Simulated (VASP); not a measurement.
# Li3SiN2 (P4/mmm) in VASP: further runs

The runs below take Li3SiN2 through single point, relaxation of cell and atoms, with PBE.

All numbers are computed with VASP 6.6.1; they aren't measurements. Logs are shortened: lines on timing, memory, paths and dates and some standing lists are left out, and cuts for length are marked.

### 1 The cell of the first run

It takes space group P4/mmm (No. 123, tetragonal). Conventional cell: a = 3.065 Å, b = 3.065 Å, c = 7.122 Å, α = 90.00°, β = 90.00°, γ = 90.00°. Li (site symmetry 4mm) has 1 Li at 2.15 Å and 4 N at 2.18 Å and 4 Si at 2.58 Å within 2.8 Å. Li (site symmetry 4/mmm) has 2 Li at 2.15 Å within 2.8 Å. Si (site symmetry 4/mmm) has 2 N at 1.68 Å within 2.2 Å. Within 2.2 Å of N (site symmetry 4mm) lie 1 Si at 1.68 Å and 4 Li at 2.18 Å.

### 2 Single point, PBE, collinear spin, ferromagnetic start

INCAR reads:

```
ALGO = Normal ; EDIFF = 1E-6
ENCUT = 520 ; GGA = PE
ISIF = 2 ; ISMEAR = 0
ISPIN = 2 ; LASPH = T
LCHARG = T ; LELF = T
LORBIT = 11 ; LREAL = F
LVHAR = T ; LWAVE = F
MAGMOM = 0 0 0 0 1 1 ; NBANDS = 24
NELM = 150 ; PREC = Accurate
SIGMA = 0.1
```

KPOINTS reads:

```
k-points
0
Gamma
  6 6 2
```

POSCAR reads:

```
Li3SiN2
1.0
    3.0649705069      0.0000000000      0.0000000000
    0.0000000000      3.0649705069      0.0000000000
    0.0000000000      0.0000000000      7.1215547020
Li Si N
3 1 2
Direct
    0.0000000000      0.0000000000      0.8021678316
    0.0000000000      0.0000000000      0.1978321684
    0.0000000000      0.0000000000      0.5000000000
    0.5000000000      0.5000000000      0.0000000000
    0.5000000000      0.5000000000      0.2362147772
    0.5000000000      0.5000000000      0.7637852228
```

Potentials or basis: VASP PAW PBE potentials, release 64 (Li_sv, Si, N).

The run is started by

```
> cat potpaw_PBE.64/Li_sv/POTCAR potpaw_PBE.64/Si/POTCAR potpaw_PBE.64/N/POTCAR > POTCAR
> mpirun -np 1 vasp_std > vasp.out
```

OUTCAR:

```text
EDIFF = 1E-6
   ENCUT = 520
   GGA = PE
   ISIF = 2
   ISMEAR = 0
   ISPIN = 2
   LASPH = T
   LORBIT = 11
   LREAL = F
   NELM = 150
   PREC = Accurate

 ion  position               nearest neighbor table
   1  0.000  0.000  0.802-   3 2.15   6 2.18   6 2.18   6 2.18   6 2.18   4 2.58   4 2.58   4 2.58
                             4 2.58
   2  0.000  0.000  0.198-   3 2.15   5 2.18   5 2.18   5 2.18   5 2.18   4 2.58   4 2.58   4 2.58
                             4 2.58
   3  0.000  0.000  0.500-   1 2.15   2 2.15
   4  0.500  0.500  0.000-   5 1.68   6 1.68   1 2.58   2 2.58   1 2.58   2 2.58   1 2.58   2 2.58
                             1 2.58   2 2.58
   5  0.500  0.500  0.236-   4 1.68   2 2.18   2 2.18   2 2.18   2 2.18
   6  0.500  0.500  0.764-   4 1.68   1 2.18   1 2.18   1 2.18   1 2.18

  LATTYP: Found a simple tetragonal cell.
 ALAT       =     3.0649705069
 C/A-ratio  =     2.3235312333

  Lattice vectors:

 A1 = (   3.0649705069,   0.0000000000,   0.0000000000)
 A2 = (   0.0000000000,   3.0649705069,   0.0000000000)
 A3 = (   0.0000000000,   0.0000000000,   7.1215547020)

Analysis of symmetry for initial positions (statically):
=====================================================================
 Subroutine PRICEL returns:
 Original cell was already a primitive cell.

 Routine SETGRP: Setting up the symmetry group for a
 simple tetragonal supercell.

 Subroutine GETGRP returns: Found 16 space group operations
 (whereof 16 operations were pure point group operations)
 out of a pool of 16 trial point group operations.

The static configuration has the point symmetry D_4h.

Analysis of symmetry for dynamics (positions and initial velocities):
=====================================================================
 Subroutine PRICEL returns:
 Original cell was already a primitive cell.

 Routine SETGRP: Setting up the symmetry group for a
 simple tetragonal supercell.

 Subroutine GETGRP returns: Found 16 space group operations
 (whereof 16 operations were pure point group operations)
 out of a pool of 16 trial point group operations.

The dynamic configuration has the point symmetry D_4h.

Analysis of structural, dynamic, and magnetic symmetry:
=====================================================================
 Subroutine PRICEL returns:
 Original cell was already a primitive cell.

 Routine SETGRP: Setting up the symmetry group for a
 simple tetragonal supercell.

 Subroutine GETGRP returns: Found 16 space group operations
 (whereof 16 operations were pure point group operations)
 out of a pool of 16 trial point group operations.

The overall configuration has the point symmetry D_4h.

 Subroutine INISYM returns: Found 16 space group operations
 (whereof 16 operations are pure point group operations),
 and found     1 'primitive' translations

----------------------------------------------------------------------------------------

                                     Primitive cell

  volume of cell :      66.9002

  direct lattice vectors                    reciprocal lattice vectors
     3.064970507  0.000000000  0.000000000     0.326267414  0.000000000  0.000000000
     0.000000000  3.064970507  0.000000000     0.000000000  0.326267414  0.000000000
     0.000000000  0.000000000  7.121554702     0.000000000  0.000000000  0.140418777

  length of vectors
     3.064970507  3.064970507  7.121554702     0.326267414  0.326267414  0.140418777

  position of ions in fractional coordinates (direct lattice)
     0.000000000  0.000000000  0.802167832
     0.000000000  0.000000000  0.197832168
     0.000000000  0.000000000  0.500000000
     0.500000000  0.500000000  0.000000000
     0.500000000  0.500000000  0.236214777
     0.500000000  0.500000000  0.763785223

  ion indices of the primitive-cell ions
   primitive index   ion index
                 1           1
                 2           2
                 3           3
                 4           4
                 5           5
                 6           6
[... 30 lines left out ...]
  0.166667  0.000000  0.000000      4.000000
  0.333333  0.000000  0.000000      4.000000
  0.500000  0.000000  0.000000      2.000000
  0.166667  0.166667  0.000000      4.000000
  0.333333  0.166667  0.000000      8.000000
[... 12 lines left out ...]
  0.500000  0.333333  0.500000      4.000000
  0.500000  0.500000  0.500000      1.000000
   k-points           NKPTS =     20   k-points in BZ     NKDIM =     20   number of bands    NBANDS=     24
   number of dos      NEDOS =    301   number of ions     NIONS =      6
   total plane-waves  NPLWV =  31104
   dimension x,y,z NGX =    24 NGY =   24 NGZ =   54
   dimension x,y,z NGXF=    48 NGYF=   48 NGZF=  108
   ions per type =               3   1   2
   NGX,Y,Z   is equivalent  to a cutoff of  13.02, 13.02, 12.61 a.u.
   NGXF,Y,Z  is equivalent  to a cutoff of  26.04, 26.04, 25.21 a.u.
 SYSTEM =  unknown system
   PREC   = accura    normal or accurate (medium, high low for compatibility)
   ISTART =      0    job   : 0-new  1-cont  2-samecut
   ICHARG =      2    charge: 1-file 2-atom 10-const
   ISPIN  =      2    spin polarized calculation?
   LNONCOLLINEAR =      F non collinear calculations
   LSORBIT =      F    spin-orbit coupling
   LASPH  =      T    aspherical Exc in radial PAW
   ENCUT  =  520.0 eV  38.22 Ry    6.18 a.u.   5.70  5.70 13.24*2*pi/ulx,y,z
   NELM   =    150;   NELMIN=  2; NELMDL= -5     # of ELM steps
   EDIFF  = 0.1E-05   stopping-criterion for ELM
   LREAL  =      F    real-space projection
   EDIFFG = 0.1E-04   stopping-criterion for IOM
   NSW    =      0    number of steps for IOM
   IBRION =     -1    ionic relax: 0-MD 1-quasi-New 2-CG
   NFREE  =      0    steps in history (QN), initial steepest desc. (CG)
   ISIF   =      2    stress and relaxation
   ISYM   =      2    0-nonsym 1-usesym 2-fastsym
   POTIM  = 0.5000    time-step for ionic-motion
   TEBEG  =    0.0;   TEEND  =   0.0 temperature during run
   PSTRESS=    0.0 pullay stress
   NELECT =      23.0000    total number of electrons
   NUPDOWN=      -1.0000    fix difference up-down
   EMIN   =  10.00;   EMAX   =-10.00  energy-range for DOS
   EFERMI =   0.00;   METHOD = LEGACY
   ISMEAR =     0;   SIGMA  =   0.10  broadening in eV -4-tet -1-fermi 0-gaus
   EFERMI_NEDOS =   21; number of points for ismear=-14 and -15
   IALGO  =     38    algorithm
   IMIX   =      4    mixing-type and parameters
     AMIX     =   0.40;   BMIX     =  1.00
     AMIX_MAG =   1.60;   BMIX_MAG =  1.00
  volume/ion in A,a.u.               =      11.15        75.24
  Fermi-wavevector in a.u.,A,eV,Ry     =   1.146854  2.167241 17.895405  1.315275
  Thomas-Fermi vector in A             =   2.283537
   LORBIT       =     11    0 simple, 1 ext, 2 COOP (PROOUT), +10 PAW based schemes
   GGA     = PE    functional components
   LHFCALC =     F    Hartree Fock is set to
   AEXX    =    0.0000 exact exchange contribution
   IVDW    =     0    specifies the selected vdW correction
   LEPSILON=     F    determine dielectric tensor
   LRPA    =     F    only Hartree local field effects (RPA)
 spin polarized calculation
 Gauss-broadening in eV      SIGMA  =   0.10
  energy-cutoff  :      520.00
  volume of cell :       66.90
 maximum number of plane-waves:      1831
 NGX is ok and might be reduce to    24
   NGX = 11   NGY = 11   NGZ = 27

 number of electron      23.0000014 magnetization       0.0034334

 Free energy of the ion-electron system (eV)
  ---------------------------------------------------
  ext. energy  EPLUGINS =         0.00000000
  ---------------------------------------------------
  free energy    TOTEN  =       -28.02260734 eV

  energy without entropy =      -28.00783004  energy(sigma->0) =      -28.01521869

 E-fermi :   4.1580     XC(G=0):  -9.4590

 val. band max:        4.1337515768   @ k =   0.1667   0.1667   0.0000
 cond. band min:       4.1961631750   @ k =   0.3333   0.1667   0.0000
 fundamental gap:      0.0624115982
 Fermi energy:         4.1580306945

 spin component 1

 k-point     1 :       0.0000    0.0000    0.0000
  band No.  band energies     occupation
      1     -43.9768      1.00000
      2     -41.1019      1.00000
      3     -41.0939      1.00000
      4     -11.2275      1.00000
      5     -10.1294      1.00000
      6      -3.5527      1.00000
[... 509 lines left out ...]
     22      15.4666      0.00000
     23      16.7247      0.00000
 Fermi energy:         4.1580306945

 spin component 2

 k-point     1 :       0.0000    0.0000    0.0000
  band No.  band energies     occupation
      1     -43.9767      1.00000
      2     -41.1018      1.00000
      3     -41.0938      1.00000
      4     -11.2266      1.00000
      5     -10.1284      1.00000
      6      -3.5511      1.00000
[... 509 lines left out ...]
     22      15.4673      0.00000
     23      16.8307      0.00000
 [bands above 23 left out]

------------------------ aborting loop because EDIFF is reached ----------------------------------------

  FORCE on cell =-STRESS in cart. coord.  units (eV):
  Direction    XX          YY          ZZ          XY          YZ          ZX
  --------------------------------------------------------------------------------------
  -------------------------------------------------------------------------------------
  Total       -0.0081833     -0.0081833      0.0101131      0.0000000     -0.0000000     -0.0000000
  in kB       -0.1959802     -0.1959802      0.2421959      0.0000000     -0.0000000     -0.0000000
  external PRESSURE =      -0.0499215 kB  Pullay stress =       0.0000000 kB

 VOLUME and BASIS-vectors are now :
 -----------------------------------------------------------------------------
  energy-cutoff  :      520.00
  volume of cell :       66.90
      direct lattice vectors                 reciprocal lattice vectors
     3.064970507  0.000000000  0.000000000     0.326267414  0.000000000  0.000000000
     0.000000000  3.064970507  0.000000000     0.000000000  0.326267414  0.000000000
     0.000000000  0.000000000  7.121554702     0.000000000  0.000000000  0.140418777

 POSITION                                       TOTAL-FORCE (eV/Angst)
 -----------------------------------------------------------------------------------
      0.00000      0.00000      5.71268         0.000000      0.000000      0.000384
      0.00000      0.00000      1.40887         0.000000      0.000000     -0.000384
      0.00000      0.00000      3.56078         0.000000      0.000000      0.000000
      1.53249      1.53249      0.00000         0.000000      0.000000      0.000000
      1.53249      1.53249      1.68222        -0.000000     -0.000000      0.011729
      1.53249      1.53249      5.43934         0.000000      0.000000     -0.011729
 -----------------------------------------------------------------------------------
    total drift:                                0.000000     -0.000000      0.000000

  FREE ENERGIE OF THE ION-ELECTRON SYSTEM (eV)
  ---------------------------------------------------
  free  energy   TOTEN  =       -28.0226073373 eV

  energy  without entropy=      -28.0078300387  energy(sigma->0) =      -28.01521869

 total charge

# of ion       s       p       d       tot
------------------------------------------
    1        2.031   0.080   0.000   2.111
    2        2.031   0.080   0.000   2.111
    3        2.004   0.027   0.000   2.030
    4        0.734   0.963   0.000   1.697
    5        1.270   2.394   0.000   3.663
    6        1.270   2.394   0.000   3.663
--------------------------------------------------
tot          9.339   5.938   0.000  15.277

 magnetization (x)

# of ion       s       p       d       tot
------------------------------------------
    1       -0.000   0.000   0.000   0.000
    2       -0.000   0.000   0.000   0.000
    3        0.000   0.000   0.000   0.000
    4       -0.000   0.000   0.000   0.000
    5        0.000   0.000   0.000   0.000
    6        0.000   0.000   0.000   0.000
--------------------------------------------------
tot          0.000   0.001   0.000   0.001
```

Run time: 61 s. Hardware: 1 thread of Intel Xeon 6975P-C, shared host; peak memory 0.22 GiB.

What came out:

* Free energy: -28.0226 eV
* Largest force: 0.012 eV/Å
* Net moment: 0.00 μB per cell
* Valence electrons inside the program's atomic spheres: Li 2.11, 2.03; Si 1.70; N 3.66

Forces in eV/Å, atoms in the order of the input:
```
Li   0.000  0.000  0.000
Li   0.000  0.000  0.000
Li   0.000  0.000  0.000
Si   0.000  0.000  0.000
N    0.000  0.000  0.012
N    0.000  0.000 -0.012
```

Caveat: the k points lie up to 0.44 Å⁻¹ apart; the cutoff is under 1.25 times the usual one of these potentials, so pressure, stress and relaxed cells hold a basis-set (Pulay) error.

(Continued in part 2 of 2.)
